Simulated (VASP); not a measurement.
Here is a VASP 6.6.1 calculation.

File INCAR:

```
PREC = Accurate ; ENCUT = 520
EDIFF = 1E-7 ; ISMEAR = 0
SIGMA = 0.1 ; LREAL = False
LASPH = True ; NELM = 60
ALGO = Normal ; ISIF = 2
LWAVE = False ; LCHARG = False
GGA = PE ; NBANDS = 20
```

File KPOINTS:

```
regular mesh
0
Gamma
  6 6 4
```

The input POSCAR:

```
S
1.0
    1.6351224022     -5.5742167202      0.0000000000
    1.6351224022      5.5742167202      0.0000000000
    0.0000000000      0.0000000000      4.5024429133
S
4
Direct
    0.0940707834      0.9059292166      0.9137202387
    0.5940707834      0.4059292166      0.5862797613
    0.9059292166      0.0940707834      0.0862797613
    0.4059292166      0.5940707834      0.4137202387
```

Potentials or basis: VASP PAW PBE potentials, release 64 (S).

Run with:

```sh
$ cat potpaw_PBE.64/S/POTCAR > POTCAR
$ mpirun -np 1 vasp_std > vasp.out
```

Problem. Predict the pressure.

Solution. 9.5 GPa.

Problem. What does it give for the band gap on the k mesh?

Solution. Zero (band 12 reaches 5.96 eV, above the bottom of band 13 at 5.17 eV).

Problem. Predict the largest force.

Solution. 1.534 eV/Å.

Forces in eV/Å, atoms in the order of the input:
```
S    0.000 -1.390  0.649
S    0.000 -1.390 -0.649
S    0.000  1.390 -0.649
S    0.000  1.390  0.649
```

Caveat: forces of over 1 eV/Å act on the atoms, so gaps and moduli don't describe the material at rest.
